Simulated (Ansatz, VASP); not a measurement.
Al2O in VASP and in Ansatz

File INCAR:

```
SYSTEM = Al2O
PREC = Accurate
ENCUT = 520
EDIFF = 1E-6
ISMEAR = 0
SIGMA = 0.1
LREAL = .FALSE.
LASPH = .TRUE.
NELM = 100
ALGO = Normal
ISIF = 2
LWAVE = .FALSE.
LCHARG = .FALSE.
GGA = PE
NBANDS = 13
```

File KPOINTS:

```
Automatic mesh
0
G
  8 8 8
  0 0 0
```

File POSCAR:

```
Al2O
1.0
   -1.3813863700      1.3813863700      4.7799632700
    1.3813863700     -1.3813863700      4.7799632700
    1.3813863700      1.3813863700     -4.7799632700
Al O
2 1
Direct
    0.3582315400      0.3582315400      0.0000000000
    0.6417684600      0.6417684600      0.0000000000
    0.0000000000      0.0000000000      0.0000000000
```

Input for Ansatz:

```yaml
crystal:
  lattice:
    - [-1.38138637, 1.38138637, 4.77996327]
    - [1.38138637, -1.38138637, 4.77996327]
    - [1.38138637, 1.38138637, -4.77996327]
  atoms:
    - { symbol: Al, position: [0.35823154, 0.35823154, 0.0] }
    - { symbol: Al, position: [0.64176846, 0.64176846, 0.0] }
    - { symbol: O, position: [0.0, 0.0, 0.0] }
basis:
  ecutwfc: 420
kpoints:
  mp_grid: { grid: [8, 8, 8] }
hamiltonian:
  xc: pbe
scf:
  occupations: { method: gaussian, width: 0.1 }
  lower_state_search: "off"
output:
  forces: true
  stress: true
  eigenvalues: true
```

Change from the starting cell: species swapped into the BeAu2 type (I4/mmm, No. 139).

Alike in both runs: task single point; functional PBE; k mesh 8 × 8 × 8; occupations gaussian, width 0.1 eV; no spin polarisation.

|  | VASP | Ansatz |
| --- | --- | --- |
| version | VASP 6.6.1 | Ansatz 0.2.0 |
| potentials or method | VASP PAW PBE potentials, release 64 (Al, O), cutoff 520 eV | scalar-relativistic, plane waves, PAW |
| valence electrons in the cell | 12 | 12 |

```csv
,VASP,Ansatz,Ansatz less VASP
gap on the k mesh at the Fermi level (eV),none,none,-
pressure (GPa),1.8,1.9,+0.12
"traceless stress, the component that is largest in VASP (GPa)",-5.87,-5.83,+0.037
rms of the force components (eV/Å),0.324,0.327,+0.0036
```

Atom by atom the forces differ by 0.004 eV/Å (rms over components). A gap of «none» marks a metal or a gap that the smearing closes.

The k mesh is coarse, so the values compare programs but aren't converged.
